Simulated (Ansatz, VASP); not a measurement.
# One calculation of SrTiO3, two programs

```
Sr Ti O
1.0
     3.86771    0.00000    0.00000
     0.00000   11.60312    0.00002
     0.00000   -2.90078    2.76667
Sr Ti O
2 2 6
Direct
  0.00000 0.00000 0.00000
  0.00000 0.50000 0.00000
  0.50000 0.25000 0.00000
  0.50000 0.75000 0.00000
  0.50000 0.00000 0.50000
  0.50000 0.50000 0.50000
  0.50000 0.25000 0.50000
  0.50000 0.75000 0.50000
  0.00000 0.25000 0.00000
  0.00000 0.75000 0.00000
```

Change from the starting cell: band edges of the strained film's bulk.

Alike in both runs: task single point; functional PBE; k mesh 7 × 3 × 10; occupations gaussian, width 0.02 eV; no spin polarisation.

```csv
,VASP,Ansatz
version,VASP 6.6.1,Ansatz 0.2.0
potentials or method,"VASP PAW PBE potentials, release 64 (Sr_sv, Ti_sv, O), cutoff 520 eV","scalar-relativistic, plane waves, PAW"
valence electrons in the cell,80,80
```

Ansatz gave:

- gap on the k mesh at the Fermi level (eV): 1.75
- least direct gap on the mesh (eV): 1.98
- pressure (GPa): -2.5
- traceless stress, the component that is largest in VASP (GPa): -7.55

Question: Which values does VASP return?

Answer: gap on the k mesh at the Fermi level (eV): 1.73; least direct gap on the mesh (eV): 1.96; pressure (GPa): -1.9; traceless stress, the component that is largest in VASP (GPa): -7.60.

With one functional, cell and mesh, what is left measures potentials, basis and numerics.
